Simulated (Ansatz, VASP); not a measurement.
BN: VASP beside Ansatz

The input INCAR:

```
  ALGO = Normal
  EDIFF = 1E-6
  ENCUT = 520
  GGA = PE
  ISIF = 2
  ISMEAR = 0
  IVDW = 12
  LASPH = T
  LCHARG = T
  LELF = T
  LREAL = F
  LVHAR = T
  LWAVE = F
  NBANDS = 11
  NELM = 100
  PREC = Accurate
  SIGMA = 0.05
```

The input KPOINTS:

```
k-points
0
Gamma
  12 12 12
```

The input POSCAR:

```
BN
1.0
    1.2530568997      0.7646387950      3.3039276916
   -1.2530568997      0.7646387950      3.3039276916
    0.0000000000     -1.4057194200      3.2767982139
B N
1 1
Direct
    0.9996975446      0.9996975446      0.9996975446
    0.3327354554      0.3327354554      0.3327354554
```

Input for Ansatz:

```yaml
crystal:
  lattice:
    - [1.2530568997, 0.764638795, 3.3039276916]
    - [-1.2530568997, 0.764638795, 3.3039276916]
    - [0.0, -1.40571942, 3.2767982139]
  atoms:
    - { symbol: B, position: [0.9996975446, 0.9996975446, 0.9996975446] }
    - { symbol: "N", position: [0.3327354554, 0.3327354554, 0.3327354554] }
basis:
  ecutwfc: 420
kpoints:
  mp_grid: { grid: [12, 12, 12] }
hamiltonian:
  xc: pbe
  dispersion: d3bj
scf:
  occupations: { method: gaussian, width: 0.05 }
output:
  forces: true
  stress: true
  eigenvalues: true
```

Change from the starting cell: strain +0.0250 x Voigt [0, 0, 0, 1, 0, 0], atoms carried along.

Alike in both runs: task single point; functional PBE; dispersion D3(BJ); k mesh 12 × 12 × 12; occupations gaussian, width 0.05 eV; no spin polarisation.

|  | VASP | Ansatz |
| --- | --- | --- |
| version | VASP 6.6.1 | Ansatz 0.2.0 |
| potentials or method | VASP PAW PBE potentials, release 64 (B, N), cutoff 520 eV | scalar-relativistic, plane waves, PAW |
| valence electrons in the cell | 8 | 8 |

|  | VASP | Ansatz | Ansatz less VASP |
| --- | --- | --- | --- |
| gap on the k mesh at the Fermi level (eV) | 4.13 | 4.14 | +0.007 |
| least direct gap on the mesh (eV) | 4.65 | 4.65 | +0.002 |
| pressure (GPa) | 0.1 | 0.0 | -0.09 |
| traceless stress, the component that is largest in VASP (GPa) | -0.17 | 0.03 | +0.206 |
